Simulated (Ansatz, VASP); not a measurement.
## One calculation of ReW4, two programs

```xyz
5
Lattice="4.5020 0.0000 0.0000 -2.2510 3.8989 0.0000 0.0000 0.0000 19.6759" Properties=species:S:1:pos:R:3 pbc="T T T"
W     3.3765    0.6498    8.2602
W    -1.1255    3.2491    8.9749
W     3.3765    0.6498   10.7010
W    -1.1255    3.2491   11.4157
Re    1.1255    1.9494    9.8379
```

Alike in both runs: task single point; functional PBE; k mesh 9 × 9 × 1; occupations fermi-dirac, width 0.08 eV; no spin polarisation.

|  | VASP | Ansatz |
| --- | --- | --- |
| version | VASP 6.6.1 | Ansatz 0.2.0 |
| potentials or method | VASP PAW PBE potentials, release 64 (W_sv, Re) | PAW with Ansatz's default frozen-core files, scalar-relativistic |
| plane-wave cutoff (eV) | 520 | 420 |
| valence electrons in the cell | 63 | 71 |

|  | VASP | Ansatz | Ansatz less VASP |
| --- | --- | --- | --- |
| rms of the force components (eV/Å) | 0.154 | 0.149 | -0.0049 |

The functional is the same, so the differences come from potentials, cutoffs and numerics. VASP's potentials hold 63 valence electrons a cell and Ansatz's 71, so a difference there can come from the potentials and not from the codes.

Neither program's run includes spin-orbit coupling.
